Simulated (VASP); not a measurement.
Input of a VASP 6.6.1 run:

Contents of POSCAR:

```
Ir
1.0
    0.0016371508      1.9198529306      1.9185805564
    1.9189185344      0.0035153776      1.9167564603
    1.9237261172      1.9229034722     -0.0011969955
Ir
1
Direct
    0.0000000000      0.0000000000      0.0000000000
```

Contents of INCAR.step1:

```
SYSTEM = Ir
  ALGO = Normal
  EDIFF = 1E-4
  ENCUT = 520
  GGA = PE
  ISMEAR = -1
  LASPH = .TRUE.
  LCHARG = .FALSE.
  LREAL = .FALSE.
  LWAVE = .TRUE.
  NBANDS = 10
  NELM = 60
  PREC = Accurate
  SIGMA = 0.05
```

File INCAR.step2:

```
SYSTEM = Ir
  ALGO = Normal
  EDIFF = 1E-6
  ENCUT = 520
  ISIF = 2
  ISMEAR = -1
  ISTART = 1
  IVDW = 12
  LASPH = .TRUE.
  LCHARG = .TRUE.
  LELF = .TRUE.
  LMIXTAU = .TRUE.
  LREAL = .FALSE.
  LVHAR = .TRUE.
  LWAVE = .FALSE.
  METAGGA = R2SCAN
  NBANDS = 10
  NELM = 60
  PREC = Accurate
  SIGMA = 0.05
  VDW_A1 = 0.49484001
  VDW_A2 = 5.73083694
  VDW_S6 = 1.0
  VDW_S8 = 0.78981345
```

Contents of KPOINTS:

```
k-points
0
G
  12 13 11
  0 0 0
```

Potentials or basis: VASP PAW PBE potentials, release 64 (Ir).

The run is started by

```bash
$ cat potpaw_PBE.64/Ir/POTCAR > POTCAR
$ cp INCAR.step1 INCAR
$ mpirun -np 1 vasp_std > vasp.out
$ cp INCAR.step2 INCAR
$ mpirun -np 1 vasp_std > vasp.out
```

Task: What does it give for the pressure?

Result: 0.3 GPa.

Task: Predict the band gap on the k mesh.

Result: Zero (an odd number of electrons rules out a gap without spin polarisation).

Task: Estimate the dispersion energy per atom.

Result: -0.346 eV.

Caveat: three body term missing; the PAW data sets were made with another functional, which shifts forces and pressure a little; spin-orbit coupling is left out, which moves the levels of the heavy elements.
